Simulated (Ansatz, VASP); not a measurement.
**Two plane-wave programs on Rb**

```
CELL_PARAMETERS angstrom
0.00000 3.34869 3.78548
3.34869 0.00000 3.78548
3.34869 3.34869 0.00000
ATOMIC_POSITIONS crystal
Rb 0.00000 0.00000 0.00000
```

Change from the starting cell: strain -0.080 along x and y, +0.040 along z, atoms carried along.

Alike in both runs: task single point; functional PBE; dispersion D3(BJ); k mesh 12 × 12 × 12; occupations gaussian, width 0.15 eV; no spin polarisation.

```csv
,VASP,Ansatz
version,VASP 6.6.1,Ansatz 0.2.0
potentials or method,"VASP PAW PBE potentials, release 64 (Rb_sv), cutoff 520 eV","scalar-relativistic, plane waves, PAW"
valence electrons in the cell,9,9
```

```tsv
	VASP	Ansatz	Ansatz less VASP
gap on the k mesh at the Fermi level (eV)	none	none	-
pressure (GPa)	0.0	0.0	0.00
traceless stress, the component that is largest in VASP (GPa)	-0.11	-0.11	0.000
```

A gap of «none» marks a metal or a gap that the smearing closes.
